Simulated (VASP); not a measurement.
Here is a VASP 6.6.1 calculation.

Contents of INCAR:

```
ALGO = Normal
EDIFF = 1E-7
EDIFFG = -0.08
ENCUT = 450
GGA = PE
GGA_COMPAT = False
IBRION = 2
ISIF = 2
ISMEAR = -1
LASPH = True
LCHARG = False
LREAL = False
LWAVE = False
NELM = 120
NELMIN = 4
NSW = 45
PREC = Accurate
SIGMA = 0.02
```

File KPOINTS:

```
k-points
0
Gamma
  2 2 2
```

POSCAR

```
TiSi16
1.0
    0.0000000000      5.4300000000      5.4300000000
    5.4300000000      0.0000000000      5.4300000000
    5.4300000000      5.4300000000      0.0000000000
Si Ti
16 1
Direct
    0.0000000000      0.0000000000      0.0000000000
    0.1250000000      0.1250000000      0.1250000000
    0.0000000000      0.0000000000      0.5000000000
    0.1250000000      0.1250000000      0.6250000000
    0.0000000000      0.5000000000      0.0000000000
    0.1250000000      0.6250000000      0.1250000000
    0.0000000000      0.5000000000      0.5000000000
    0.1250000000      0.6250000000      0.6250000000
    0.5000000000      0.0000000000      0.0000000000
    0.6250000000      0.1250000000      0.1250000000
    0.5000000000      0.0000000000      0.5000000000
    0.6250000000      0.1250000000      0.6250000000
    0.5000000000      0.5000000000      0.0000000000
    0.6250000000      0.6250000000      0.1250000000
    0.5000000000      0.5000000000      0.5000000000
    0.6250000000      0.6250000000      0.6250000000
    0.7489795000      0.7587382000      0.7402973000
```

Potentials or basis: VASP PAW PBE potentials, release 64 (Si, Ti_sv).

Run with:

```sh
$ cat potpaw_PBE.64/Si/POTCAR potpaw_PBE.64/Ti_sv/POTCAR > POTCAR
$ mpirun -np 1 vasp_std > vasp.out
```

(1) What does it give for the energy gained by relaxing?

(2) Estimate the band gap on the k mesh.

Answers

(1) 24.5 meV/atom.

(2) zero (bands 38 and 39 overlap by 0.43 eV).

Caveat: the k points lie up to 0.50 Å⁻¹ apart.
